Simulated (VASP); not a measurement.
# SiO2 (fluorite type) (Fm-3m) in VASP: single point with PBE

Aim: the single point of SiO2 (fluorite type) with PBE.

All numbers are computed with VASP 6.6.1; they aren't measurements. Logs are shortened: lines on timing, memory, paths and dates and some standing lists are left out, and cuts for length are marked.

## Step 1: The cell of the first run

The structure is cubic, space group Fm-3m (No. 225). The conventional cell has a = 4.613 Å, b = 4.613 Å, c = 4.613 Å, α = 90.00°, β = 90.00°, γ = 90.00°. Within 2.6 Å of Si (site symmetry m-3m) lie 8 O at 2.00 Å. O (site symmetry -43m) has 4 Si at 2.00 Å and 6 O at 2.31 Å within 2.6 Å.

## Step 2: Single point, PBE

Input file INCAR:

```
  PREC = Accurate
  ENCUT = 600
  EDIFF = 1E-6
  ISMEAR = -1
  SIGMA = 0.06122561905347299
  LREAL = False
  LASPH = True
  NELM = 120
  ALGO = Normal
  ISIF = 2
  LWAVE = False
  LCHARG = False
  GGA = PE
  NBANDS = 15
  GGA_COMPAT = False
```

Input file KPOINTS:

```
Automatic mesh
0
Gamma
  41 41 41
```

Input file POSCAR:

```
SiO2
1.0
    0.0000000000      2.3062971474      2.3062971474
    2.3062971474      0.0000000000      2.3062971474
    2.3062971474      2.3062971474      0.0000000000
Si O
1 2
Direct
    0.0000000000      0.0000000000      0.0000000000
    0.2500000000      0.2500000000      0.2500000000
    0.7500000000      0.7500000000      0.7500000000
```

Potentials or basis: VASP PAW PBE potentials, release 64 (Si, O).

Run with:

```console
$ cat potpaw_PBE.64/Si/POTCAR potpaw_PBE.64/O/POTCAR > POTCAR
$ mpirun -np 1 vasp_std > vasp.out
```

OUTCAR:

```text
PREC = Accurate
   ENCUT = 600
   EDIFF = 1E-6
   ISMEAR = -1
   LREAL = False
   LASPH = True
   NELM = 120
   ISIF = 2
   GGA = PE

 ion  position               nearest neighbor table
   1  0.000  0.000  0.000-   3 2.00   3 2.00   3 2.00   2 2.00   2 2.00   2 2.00   3 2.00   2 2.00

   2  0.250  0.250  0.250-   1 2.00   1 2.00   1 2.00   1 2.00
   3  0.750  0.750  0.750-   1 2.00   1 2.00   1 2.00   1 2.00

  LATTYP: Found a face centered cubic cell.
 ALAT       =     4.6125942948

  Lattice vectors:

 A1 = (   0.0000000000,   2.3062971474,   2.3062971474)
 A2 = (   2.3062971474,   0.0000000000,   2.3062971474)
 A3 = (   2.3062971474,   2.3062971474,   0.0000000000)

Analysis of symmetry for initial positions (statically):
=====================================================================
 Subroutine PRICEL returns:
 Original cell was already a primitive cell.

 Routine SETGRP: Setting up the symmetry group for a
 face centered cubic supercell.

 Subroutine GETGRP returns: Found 48 space group operations
 (whereof 48 operations were pure point group operations)
 out of a pool of 48 trial point group operations.

The static configuration has the point symmetry O_h .

Analysis of symmetry for dynamics (positions and initial velocities):
=====================================================================
 Subroutine PRICEL returns:
 Original cell was already a primitive cell.

 Routine SETGRP: Setting up the symmetry group for a
 face centered cubic supercell.

 Subroutine GETGRP returns: Found 48 space group operations
 (whereof 48 operations were pure point group operations)
 out of a pool of 48 trial point group operations.

The dynamic configuration has the point symmetry O_h .

 Subroutine INISYM returns: Found 48 space group operations
 (whereof 48 operations are pure point group operations),
 and found     1 'primitive' translations

----------------------------------------------------------------------------------------

                                     Primitive cell

  volume of cell :      24.5344

  direct lattice vectors                    reciprocal lattice vectors
     0.000000000  2.306297147  2.306297147    -0.216797736  0.216797736  0.216797736
     2.306297147  0.000000000  2.306297147     0.216797736 -0.216797736  0.216797736
     2.306297147  2.306297147  0.000000000     0.216797736  0.216797736 -0.216797736

  length of vectors
     3.261596705  3.261596705  3.261596705     0.375504694  0.375504694  0.375504694

  position of ions in fractional coordinates (direct lattice)
     0.000000000  0.000000000  0.000000000
     0.250000000  0.250000000  0.250000000
     0.750000000  0.750000000  0.750000000

  ion indices of the primitive-cell ions
   primitive index   ion index
                 1           1
                 2           2
                 3           3

----------------------------------------------------------------------------------------

 KPOINTS: Automatic mesh

Automatic generation of k-mesh.
 Grid dimensions read from file:
 generate k-points for:   41   41   41

 Generating k-lattice:

  Cartesian coordinates                     Fractional coordinates (reciprocal lattice)
    -0.005287750  0.005287750  0.005287750     0.024390244  0.000000000  0.000000000
     0.005287750 -0.005287750  0.005287750     0.000000000  0.024390244  0.000000000
     0.005287750  0.005287750 -0.005287750     0.000000000  0.000000000  0.024390244

  Length of vectors
     0.009158651  0.009158651  0.009158651

  Shift w.r.t. Gamma in fractional coordinates (k-lattice)
     0.000000000  0.000000000  0.000000000

 Subroutine IBZKPT returns following result:
 ===========================================

 Found   1771 irreducible k-points:

 Following reciprocal coordinates:
            Coordinates               Weight
  0.000000  0.000000  0.000000      1.000000
  0.024390  0.000000  0.000000      8.000000
  0.048780  0.000000  0.000000      8.000000
  0.073171  0.000000  0.000000      8.000000
  0.097561  0.000000  0.000000      8.000000
  0.121951  0.000000  0.000000      8.000000
[... 16 lines left out ...]
  0.048780  0.024390  0.000000     24.000000
  0.073171  0.024390  0.000000     24.000000
 [... further k-points ...]
   k-points           NKPTS =   1771   k-points in BZ     NKDIM =   1771   number of bands    NBANDS=     15
   number of dos      NEDOS =    301   number of ions     NIONS =      3
   total plane-waves  NPLWV =  21952
   dimension x,y,z NGX =    28 NGY =   28 NGZ =   28
   dimension x,y,z NGXF=    56 NGYF=   56 NGZF=   56
   ions per type =               1   2
   NGX,Y,Z   is equivalent  to a cutoff of  14.27, 14.27, 14.27 a.u.
   NGXF,Y,Z  is equivalent  to a cutoff of  28.54, 28.54, 28.54 a.u.
 SYSTEM =  unknown system
   PREC   = accura    normal or accurate (medium, high low for compatibility)
   ISTART =      0    job   : 0-new  1-cont  2-samecut
   ICHARG =      2    charge: 1-file 2-atom 10-const
   ISPIN  =      1    spin polarized calculation?
   LNONCOLLINEAR =      F non collinear calculations
   LSORBIT =      F    spin-orbit coupling
   LASPH  =      T    aspherical Exc in radial PAW
   ENCUT  =  600.0 eV  44.10 Ry    6.64 a.u.   6.51  6.51  6.51*2*pi/ulx,y,z
   NELM   =    120;   NELMIN=  2; NELMDL= -5     # of ELM steps
   EDIFF  = 0.1E-05   stopping-criterion for ELM
   LREAL  =      F    real-space projection
   EDIFFG = 0.1E-04   stopping-criterion for IOM
   NSW    =      0    number of steps for IOM
   IBRION =     -1    ionic relax: 0-MD 1-quasi-New 2-CG
   NFREE  =      0    steps in history (QN), initial steepest desc. (CG)
   ISIF   =      2    stress and relaxation
   ISYM   =      2    0-nonsym 1-usesym 2-fastsym
   POTIM  = 0.5000    time-step for ionic-motion
   TEBEG  =    0.0;   TEEND  =   0.0 temperature during run
   PSTRESS=    0.0 pullay stress
   NELECT =      16.0000    total number of electrons
   NUPDOWN=      -1.0000    fix difference up-down
   EMIN   =  10.00;   EMAX   =-10.00  energy-range for DOS
   EFERMI =   0.00;   METHOD = LEGACY
   ISMEAR =    -1;   SIGMA  =   0.06  broadening in eV -4-tet -1-fermi 0-gaus
   EFERMI_NEDOS =   21; number of points for ismear=-14 and -15
   IALGO  =     38    algorithm
   IMIX   =      4    mixing-type and parameters
     AMIX     =   0.40;   BMIX     =  1.00
     AMIX_MAG =   1.60;   BMIX_MAG =  1.00
  volume/ion in A,a.u.               =       8.18        55.19
  Fermi-wavevector in a.u.,A,eV,Ry     =   1.419677  2.682801 27.422310  2.015483
  Thomas-Fermi vector in A             =   2.540672
   LORBIT       =      0    0 simple, 1 ext, 2 COOP (PROOUT), +10 PAW based schemes
   GGA     = PE    functional components
   LHFCALC =     F    Hartree Fock is set to
   AEXX    =    0.0000 exact exchange contribution
   IVDW    =     0    specifies the selected vdW correction
   LEPSILON=     F    determine dielectric tensor
   LRPA    =     F    only Hartree local field effects (RPA)
 non-spin polarized calculation
  energy-cutoff  :      600.00
  volume of cell :       24.53
 maximum number of plane-waves:       869
 NGX is ok and might be reduce to    28
   NGX = 13   NGY = 13   NGZ = 13

 number of electron      16.0000004 magnetization

 Free energy of the ion-electron system (eV)
  ---------------------------------------------------
  ext. energy  EPLUGINS =         0.00000000
  ---------------------------------------------------
  free energy    TOTEN  =       -19.92909442 eV

  energy without entropy =      -19.92909440  energy(sigma->0) =      -19.92909441

 E-fermi :   9.6598     XC(G=0): -12.1354

 val. band max:        8.7883138570   @ k =  -0.4878   0.4878   0.0000
 cond. band min:      10.2785893188   @ k =   0.0000   0.0000   0.0000
 fundamental gap:      1.4902754618
 Fermi energy:         9.6597741993

 k-point     1 :       0.0000    0.0000    0.0000
  band No.  band energies     occupation
      1     -13.5164      2.00000
      2      -7.2269      2.00000
      3       3.3583      2.00000
      4       3.3583      2.00000
      5       3.3583      2.00000
      6       6.6435      2.00000
      7       6.6435      2.00000
      8       6.6435      2.00000
      9      10.2786      0.00008
     10      14.6113      0.00000
     11      14.6113      0.00000
     12      14.6113      0.00000
     13      21.1839      0.00000
     14      21.1839      0.00000
     15      23.2730      0.00000

 k-point     2 :       0.0244    0.0000    0.0000
  band No.  band energies     occupation
      1     -13.5083      2.00000
      2      -7.2368      2.00000
      3       3.3506      2.00000
      4       3.3585      2.00000
      5       3.3585      2.00000
      6       6.5999      2.00000
      7       6.6332      2.00000
      8       6.6332      2.00000
      9      10.3327      0.00003
     10      14.6150      0.00000
     11      14.6264      0.00000
     12      14.6264      0.00000
     13      21.1995      0.00000
     14      21.1995      0.00000
     15      23.3063      0.00000

 k-point     3 :       0.0488    0.0000    0.0000
  band No.  band energies     occupation
      1     -13.4841      2.00000
      2      -7.2664      2.00000
      3       3.3277      2.00000
      4       3.3591      2.00000
      5       3.3591      2.00000
      6       6.4779      2.00000
      7       6.6026      2.00000
      8       6.6026      2.00000
      9      10.4863      0.00000
     10      14.6270      0.00000
     11      14.6715      0.00000
     12      14.6715      0.00000
     13      21.2455      0.00000
     14      21.2455      0.00000
     15      23.4043      0.00000
[... 343 lines left out ...]
 k-point    23 :       0.0488    0.0244    0.0000
  band No.  band energies     occupation
      1     -13.4868      2.00000
      2      -7.2630      2.00000
      3       3.3128      2.00000
      4       3.3193      2.00000
      5       3.4168      2.00000
      6       6.4143      2.00000
      7       6.6397      2.00000
      8       6.6520      2.00000
      9      10.4666      0.00000
     10      14.5702      0.00000
     11      14.6914      0.00000
     12      14.6968      0.00000
     13      21.2309      0.00000
     14      21.2497      0.00000
     15      23.3940      0.00000

 k-point    24 :       0.0732    0.0244    0.0000
  band No.  band energies     occupation
      1     -13.4519      2.00000
      2      -7.3054      2.00000
      3       3.2742      2.00000
      4       3.3013      2.00000
      5       3.4434      2.00000
      6       6.2420      2.00000
      7       6.5888      2.00000
      8       6.6302      2.00000
      9      10.6675      0.00000
     10      14.5748      0.00000
     11      14.7568      0.00000
     12      14.7764      0.00000
     13      21.2919      0.00000
     14      21.3183      0.00000
     15      23.5318      0.00000

 [... further k-points ...]
[... 5 lines left out ...]
  --------------------------------------------------------------------------------------
  -------------------------------------------------------------------------------------
  Total       -0.8067327     -0.8067327     -0.8067327      0.0000000     -0.0000000      0.0000000
  in kB      -52.6822682    -52.6822682    -52.6822682      0.0000000     -0.0000000      0.0000000
  external PRESSURE =     -52.6822682 kB  Pullay stress =       0.0000000 kB

 VOLUME and BASIS-vectors are now :
 -----------------------------------------------------------------------------
  energy-cutoff  :      600.00
  volume of cell :       24.53
      direct lattice vectors                 reciprocal lattice vectors
     0.000000000  2.306297147  2.306297147    -0.216797736  0.216797736  0.216797736
     2.306297147  0.000000000  2.306297147     0.216797736 -0.216797736  0.216797736
     2.306297147  2.306297147  0.000000000     0.216797736  0.216797736 -0.216797736

 POSITION                                       TOTAL-FORCE (eV/Angst)
 -----------------------------------------------------------------------------------
      0.00000      0.00000      0.00000         0.000000      0.000000     -0.000000
      1.15315      1.15315      1.15315        -0.000000     -0.000000     -0.000000
      3.45945      3.45945      3.45945         0.000000      0.000000      0.000000
 -----------------------------------------------------------------------------------
    total drift:                                0.000000      0.000000      0.000000

  FREE ENERGIE OF THE ION-ELECTRON SYSTEM (eV)
  ---------------------------------------------------
  free  energy   TOTEN  =       -19.9290944155 eV

  energy  without entropy=      -19.9290943957  energy(sigma->0) =      -19.92909441
```

Wall time 8.1 min (1 thread of Intel Xeon Platinum 8488C (Sapphire Rapids), shared host); peak memory 0.75 GiB.

Results:

| Quantity | Value |
| --- | --- |
| Free energy | -19.9291 eV |
| Pressure | -5.3 GPa |
| Band gap on the k mesh | 1.49 eV (least direct gap 2.00 eV) |

Levels at points of the mesh, in eV from the valence-band top:
| k point | band 6 | band 7 | band 8 | band 9 | band 10 | band 11 |
| --- | --- | --- | --- | --- | --- | --- |
| (0.00, 0.00, 0.00) | -2.14 | -2.14 | -2.14 | 1.49 | 5.82 | 5.82 |

Caveat: the cell stands under tension; an odd mesh through Γ misses points on the zone boundary, where band edges can lie.
